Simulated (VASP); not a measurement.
# Al4B3P (P-43m) in VASP: single point with PBE

Aim: the single point of Al4B3P with PBE.

Program: VASP 6.6.1. These are calculated values, not measurements. Logs are shortened: lines on timing, memory, paths and dates and some standing lists are left out, and cuts for length are marked.

## 1. The cell of the first run

It takes space group P-43m (No. 215, cubic). The conventional cell has a = 5.108 Å, b = 5.108 Å, c = 5.108 Å, α = 90.00°, β = 90.00°, γ = 90.00°. Within 2.9 Å of Al (site symmetry 3m) lie 3 B at 2.16 Å and 1 P at 2.38 Å. Within 2.9 Å of B (site symmetry -42m) lie 4 Al at 2.16 Å. Within 3.1 Å of P (site symmetry -43m) lie 4 Al at 2.38 Å.

## 2. Single point, PBE

The input, INCAR:

```
  ALGO = Normal
  EDIFF = 1E-6
  ENCUT = 500
  GGA = PE
  GGA_COMPAT = False
  ISIF = 2
  ISMEAR = 0
  LASPH = True
  LCHARG = False
  LREAL = False
  LWAVE = False
  NBANDS = 23
  NELM = 120
  PREC = Accurate
  SIGMA = 0.2
```

The input, KPOINTS:

```
k-points
0
Gamma
  4 4 4
```

The input, POSCAR:

```
Al4B3P
1.0
    5.1076386564      0.0000000000      0.0000000000
    0.0000000000      5.1076386564      0.0000000000
    0.0000000000      0.0000000000      5.1076386564
Al B P
4 3 1
Direct
    0.7309176920      0.2690823080      0.7309176920
    0.2690823080      0.7309176920      0.7309176920
    0.7309176920      0.7309176920      0.2690823080
    0.2690823080      0.2690823080      0.2690823080
    0.5000000000      0.5000000000      0.0000000000
    0.5000000000      0.0000000000      0.5000000000
    0.0000000000      0.5000000000      0.5000000000
    0.0000000000      0.0000000000      0.0000000000
```

Potentials or basis: VASP PAW PBE potentials, release 64 (Al, B, P).

The run is started by

```bash
cat potpaw_PBE.64/Al/POTCAR potpaw_PBE.64/B/POTCAR potpaw_PBE.64/P/POTCAR > POTCAR
mpirun -np 1 vasp_std > vasp.out
```

OUTCAR:

```text
EDIFF = 1E-6
   ENCUT = 500
   GGA = PE
   ISIF = 2
   ISMEAR = 0
   LASPH = True
   LREAL = False
   NELM = 120
   PREC = Accurate

 ion  position               nearest neighbor table
   1  0.731  0.269  0.731-   5 2.16   6 2.16   7 2.16   8 2.38   3 3.34   4 3.34   2 3.34
   2  0.269  0.731  0.731-   5 2.16   6 2.16   7 2.16   8 2.38   3 3.34   4 3.34   1 3.34
   3  0.731  0.731  0.269-   5 2.16   6 2.16   7 2.16   8 2.38   2 3.34   4 3.34   1 3.34
   4  0.269  0.269  0.269-   5 2.16   6 2.16   7 2.16   8 2.38   2 3.34   3 3.34   1 3.34
   5  0.500  0.500  0.000-   1 2.16   2 2.16   3 2.16   4 2.16
   6  0.500  0.000  0.500-   1 2.16   2 2.16   3 2.16   4 2.16
   7  0.000  0.500  0.500-   1 2.16   2 2.16   3 2.16   4 2.16
   8  0.000  0.000  0.000-   1 2.38   2 2.38   3 2.38   4 2.38

  LATTYP: Found a simple cubic cell.
 ALAT       =     5.1076386564

  Lattice vectors:

 A1 = (   5.1076386564,   0.0000000000,   0.0000000000)
 A2 = (   0.0000000000,   5.1076386564,   0.0000000000)
 A3 = (   0.0000000000,   0.0000000000,   5.1076386564)

Analysis of symmetry for initial positions (statically):
=====================================================================
 Subroutine PRICEL returns:
 Original cell was already a primitive cell.

 Routine SETGRP: Setting up the symmetry group for a
 simple cubic supercell.

 Subroutine GETGRP returns: Found 24 space group operations
 (whereof 24 operations were pure point group operations)
 out of a pool of 48 trial point group operations.

The static configuration has the point symmetry T_d .

Analysis of symmetry for dynamics (positions and initial velocities):
=====================================================================
 Subroutine PRICEL returns:
 Original cell was already a primitive cell.

 Routine SETGRP: Setting up the symmetry group for a
 simple cubic supercell.

 Subroutine GETGRP returns: Found 24 space group operations
 (whereof 24 operations were pure point group operations)
 out of a pool of 48 trial point group operations.

The dynamic configuration has the point symmetry T_d .

 Subroutine INISYM returns: Found 24 space group operations
 (whereof 24 operations are pure point group operations),
 and found     1 'primitive' translations

----------------------------------------------------------------------------------------

                                     Primitive cell

  volume of cell :     133.2479

  direct lattice vectors                    reciprocal lattice vectors
     5.107638656  0.000000000  0.000000000     0.195785189  0.000000000  0.000000000
     0.000000000  5.107638656  0.000000000     0.000000000  0.195785189  0.000000000
     0.000000000  0.000000000  5.107638656     0.000000000  0.000000000  0.195785189

  length of vectors
     5.107638656  5.107638656  5.107638656     0.195785189  0.195785189  0.195785189

  position of ions in fractional coordinates (direct lattice)
     0.730917692  0.269082308  0.730917692
     0.269082308  0.730917692  0.730917692
     0.730917692  0.730917692  0.269082308
     0.269082308  0.269082308  0.269082308
     0.500000000  0.500000000  0.000000000
     0.500000000  0.000000000  0.500000000
     0.000000000  0.500000000  0.500000000
     0.000000000  0.000000000  0.000000000

  ion indices of the primitive-cell ions
   primitive index   ion index
                 1           1
                 2           2
                 3           3
                 4           4
                 5           5
                 6           6
                 7           7
                 8           8

----------------------------------------------------------------------------------------

 KPOINTS: k-points

Automatic generation of k-mesh.
 Grid dimensions read from file:
 generate k-points for:    4    4    4

 Generating k-lattice:

  Cartesian coordinates                     Fractional coordinates (reciprocal lattice)
     0.048946297  0.000000000  0.000000000     0.250000000  0.000000000  0.000000000
     0.000000000  0.048946297  0.000000000     0.000000000  0.250000000  0.000000000
     0.000000000  0.000000000  0.048946297     0.000000000  0.000000000  0.250000000

  Length of vectors
     0.048946297  0.048946297  0.048946297

  Shift w.r.t. Gamma in fractional coordinates (k-lattice)
     0.000000000  0.000000000  0.000000000

 Subroutine IBZKPT returns following result:
 ===========================================

 Found     10 irreducible k-points:

 Following reciprocal coordinates:
            Coordinates               Weight
  0.000000  0.000000  0.000000      1.000000
  0.250000  0.000000  0.000000      6.000000
  0.500000  0.000000  0.000000      3.000000
  0.250000  0.250000  0.000000     12.000000
  0.500000  0.250000  0.000000     12.000000
  0.500000  0.500000  0.000000      3.000000
  0.250000  0.250000  0.250000      8.000000
  0.500000  0.250000  0.250000     12.000000
  0.500000  0.500000  0.250000      6.000000
  0.500000  0.500000  0.500000      1.000000
   k-points           NKPTS =     10   k-points in BZ     NKDIM =     10   number of bands    NBANDS=     23
   number of dos      NEDOS =    301   number of ions     NIONS =      8
   total plane-waves  NPLWV =  64000
   dimension x,y,z NGX =    40 NGY =   40 NGZ =   40
   dimension x,y,z NGXF=    80 NGYF=   80 NGZF=   80
   ions per type =               4   3   1
   NGX,Y,Z   is equivalent  to a cutoff of  13.02, 13.02, 13.02 a.u.
   NGXF,Y,Z  is equivalent  to a cutoff of  26.04, 26.04, 26.04 a.u.
 SYSTEM =  unknown system
   PREC   = accura    normal or accurate (medium, high low for compatibility)
   ISTART =      0    job   : 0-new  1-cont  2-samecut
   ICHARG =      2    charge: 1-file 2-atom 10-const
   ISPIN  =      1    spin polarized calculation?
   LNONCOLLINEAR =      F non collinear calculations
   LSORBIT =      F    spin-orbit coupling
   LASPH  =      T    aspherical Exc in radial PAW
   ENCUT  =  500.0 eV  36.75 Ry    6.06 a.u.   9.31  9.31  9.31*2*pi/ulx,y,z
   NELM   =    120;   NELMIN=  2; NELMDL= -5     # of ELM steps
   EDIFF  = 0.1E-05   stopping-criterion for ELM
   LREAL  =      F    real-space projection
   EDIFFG = 0.1E-04   stopping-criterion for IOM
   NSW    =      0    number of steps for IOM
   IBRION =     -1    ionic relax: 0-MD 1-quasi-New 2-CG
   NFREE  =      0    steps in history (QN), initial steepest desc. (CG)
   ISIF   =      2    stress and relaxation
   ISYM   =      2    0-nonsym 1-usesym 2-fastsym
   POTIM  = 0.5000    time-step for ionic-motion
   TEBEG  =    0.0;   TEEND  =   0.0 temperature during run
   PSTRESS=    0.0 pullay stress
   NELECT =      26.0000    total number of electrons
   NUPDOWN=      -1.0000    fix difference up-down
   EMIN   =  10.00;   EMAX   =-10.00  energy-range for DOS
   EFERMI =   0.00;   METHOD = LEGACY
   ISMEAR =     0;   SIGMA  =   0.20  broadening in eV -4-tet -1-fermi 0-gaus
   EFERMI_NEDOS =   21; number of points for ismear=-14 and -15
   IALGO  =     38    algorithm
   IMIX   =      4    mixing-type and parameters
     AMIX     =   0.40;   BMIX     =  1.00
     AMIX_MAG =   1.60;   BMIX_MAG =  1.00
  volume/ion in A,a.u.               =      16.66       112.40
  Fermi-wavevector in a.u.,A,eV,Ry     =   0.949538  1.794367 12.267323  0.901623
  Thomas-Fermi vector in A             =   2.077831
   LORBIT       =      0    0 simple, 1 ext, 2 COOP (PROOUT), +10 PAW based schemes
   GGA     = PE    functional components
   LHFCALC =     F    Hartree Fock is set to
   AEXX    =    0.0000 exact exchange contribution
   IVDW    =     0    specifies the selected vdW correction
   LEPSILON=     F    determine dielectric tensor
   LRPA    =     F    only Hartree local field effects (RPA)
 non-spin polarized calculation
 Gauss-broadening in eV      SIGMA  =   0.20
  energy-cutoff  :      500.00
  volume of cell :      133.25
 maximum number of plane-waves:      3415
 NGX is ok and might be reduce to    40
   NGX = 19   NGY = 19   NGZ = 19

 number of electron      26.0000000 magnetization

 Free energy of the ion-electron system (eV)
  ---------------------------------------------------
  ext. energy  EPLUGINS =         0.00000000
  ---------------------------------------------------
  free energy    TOTEN  =       -35.59886288 eV

  energy without entropy =      -35.54637222  energy(sigma->0) =      -35.57261755

 E-fermi :   3.9990     XC(G=0):  -9.4701

 val. band max:        3.9954502921   @ k =   0.5000   0.0000   0.0000
 cond. band min:       4.1354120121   @ k =   0.5000   0.2500   0.2500
 fundamental gap:      0.1399617200
 Fermi energy:         3.9989694420

 k-point     1 :       0.0000    0.0000    0.0000
  band No.  band energies     occupation
      1      -6.7973      2.00000
      2      -3.8246      2.00000
      3      -1.7060      2.00000
      4      -1.7060      2.00000
      5      -0.5689      2.00000
      6      -0.5689      2.00000
[... 15 lines left out ...]
     22       8.0404      0.00000
     23      10.4056      0.00000

 k-point     2 :       0.2500    0.0000    0.0000
  band No.  band energies     occupation
      1      -6.5996      2.00000
      2      -4.1311      2.00000
      3      -2.4730      2.00000
      4      -1.6237      2.00000
      5      -0.3471      2.00000
      6      -0.3471      2.00000
[... 15 lines left out ...]
     22       9.3494      0.00000
     23      10.0474      0.00000

 k-point     3 :       0.5000    0.0000    0.0000
  band No.  band energies     occupation
      1      -6.3218      2.00000
      2      -4.6101      2.00000
      3      -2.6790      2.00000
      4      -1.5329      2.00000
      5      -0.0182      2.00000
      6      -0.0182      2.00000
[... 15 lines left out ...]
     22      10.0893      0.00000
     23      11.4726      0.00000
[... 131 lines left out ...]
 k-point     9 :       0.5000    0.5000    0.2500
  band No.  band energies     occupation
      1      -5.9746      2.00000
      2      -3.3151      2.00000
      3      -3.2347      2.00000
      4      -3.2347      2.00000
      5      -0.4802      2.00000
      6      -0.2843      2.00000
[... 15 lines left out ...]
     22      10.5233      0.00000
     23      10.5233      0.00000

 k-point    10 :       0.5000    0.5000    0.5000
  band No.  band energies     occupation
      1      -5.8955      2.00000
      2      -2.9648      2.00000
      3      -2.9648      2.00000
      4      -2.9648      2.00000
      5      -1.3299      2.00000
      6      -0.9030      2.00000
[... 15 lines left out ...]
     22      10.4298      0.00000
     23      10.4299      0.00000

------------------------ aborting loop because EDIFF is reached ----------------------------------------

  FORCE on cell =-STRESS in cart. coord.  units (eV):
  Direction    XX          YY          ZZ          XY          YZ          ZX
  --------------------------------------------------------------------------------------
  -------------------------------------------------------------------------------------
  Total        0.0358185      0.0358185      0.0358185     -0.0000000      0.0000000     -0.0000000
  in kB        0.4306824      0.4306824      0.4306824     -0.0000000      0.0000000     -0.0000000
  external PRESSURE =       0.4306824 kB  Pullay stress =       0.0000000 kB

 VOLUME and BASIS-vectors are now :
 -----------------------------------------------------------------------------
  energy-cutoff  :      500.00
  volume of cell :      133.25
      direct lattice vectors                 reciprocal lattice vectors
     5.107638656  0.000000000  0.000000000     0.195785189  0.000000000  0.000000000
     0.000000000  5.107638656  0.000000000     0.000000000  0.195785189  0.000000000
     0.000000000  0.000000000  5.107638656     0.000000000  0.000000000  0.195785189

 POSITION                                       TOTAL-FORCE (eV/Angst)
 -----------------------------------------------------------------------------------
      3.73326      1.37438      3.73326        -0.015685      0.015685     -0.015685
      1.37438      3.73326      3.73326         0.015685     -0.015685     -0.015685
      3.73326      3.73326      1.37438        -0.015685     -0.015685      0.015685
      1.37438      1.37438      1.37438         0.015685      0.015685      0.015685
      2.55382      2.55382      0.00000        -0.000000      0.000000      0.000000
      2.55382      0.00000      2.55382         0.000000      0.000000      0.000000
      0.00000      2.55382      2.55382         0.000000      0.000000      0.000000
      0.00000      0.00000      0.00000         0.000000      0.000000      0.000000
 -----------------------------------------------------------------------------------
    total drift:                                0.000000      0.000000      0.000000

  FREE ENERGIE OF THE ION-ELECTRON SYSTEM (eV)
  ---------------------------------------------------
  free  energy   TOTEN  =       -35.5988628786 eV

  energy  without entropy=      -35.5463722170  energy(sigma->0) =      -35.57261755
```

Run time: 27 s. Hardware: 1 thread of Intel Xeon Platinum 8259CL at 2.50GHz (Skylake/Cascade Lake), shared host; peak memory 0.23 GiB.

Results:

```
Free energy            : -35.5989 eV
Pressure               : 0.0 GPa
Largest force          : 0.027 eV/Å
Band gap on the k mesh : zero (band 13 reaches 4.58 eV, above the bottom of band 14 at 3.51 eV)
```

Forces in eV/Å, atoms in the order of the input:
```
Al  -0.016  0.016 -0.016
Al   0.016 -0.016 -0.016
Al  -0.016 -0.016  0.016
Al   0.016  0.016  0.016
B    0.000  0.000  0.000
B    0.000  0.000  0.000
B    0.000  0.000  0.000
P    0.000  0.000  0.000
```
